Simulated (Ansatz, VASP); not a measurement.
# Rh: VASP beside Ansatz

The input INCAR:

```
PREC = Accurate
ENCUT = 520
EDIFF = 1E-6
ISMEAR = -1
SIGMA = 0.1
LREAL = F
LASPH = T
NELM = 60
ALGO = Normal
ISIF = 2
LWAVE = F
LCHARG = F
GGA = B5
ALDAX = 1.0
AGGAX = 1.0
AGGAC = 1.0
ALDAC = 0.0
NBANDS = 14
```

The input KPOINTS:

```
regular mesh
0
Gamma
  16 16 16
```

Contents of POSCAR:

```
Rh
1.0
   -1.5216956755      1.5216956755      1.5216956755
    1.5216956755     -1.5216956755      1.5216956755
    1.5216956755      1.5216956755     -1.5216956755
Rh
1
Direct
    0.0000000000      0.0000000000      0.0000000000
```

Input for Ansatz:

```yaml
crystal:
  lattice:
    - [-1.5216956755, 1.5216956755, 1.5216956755]
    - [1.5216956755, -1.5216956755, 1.5216956755]
    - [1.5216956755, 1.5216956755, -1.5216956755]
  atoms:
    - { symbol: Rh, position: [0.0, 0.0, 0.0] }
hamiltonian:
  xc: blyp
  pseudopotentials:
    kind: paw
    azcp:
      Rh: "pseudopotentials/Rh.paw.azcp"
basis:
  ecutwfc: 420
  fft_grid_basis: typed
kpoints:
  mp_grid: { grid: [16, 16, 16], shift: [0, 0, 0] }
magnetization:
  spin_polarized: false
scf:
  occupations: { method: fermi_dirac, width: 0.1 }
  lower_state_search: "off"
output:
  stress: true
  write_density: true
  write_potential: true
  elf: true
  volumetric_format: npy
```

Alike in both runs: task single point; functional BLYP; k mesh 16 × 16 × 16; occupations fermi-dirac, width 0.1 eV; no spin polarisation.

|  | VASP | Ansatz |
| --- | --- | --- |
| version | VASP 6.6.1 | Ansatz 0.2.0 |
| potentials or method | VASP PAW PBE potentials, release 64 (Rh_pv), cutoff 520 eV | plane waves (420 eV) with PAW, scalar-relativistic |
| valence electrons in the cell | 15 | 17 |

VASP gave:

| Property | Result |
| --- | --- |
| pressure (GPa) | 20.6 |

Q: Which values does Ansatz return?

A: Pressure (GPa): 20.0.

VASP's potentials were made for PBE, not for BLYP. VASP's potentials hold 15 valence electrons a cell and Ansatz's 17, so a difference there can come from the potentials and not from the codes.
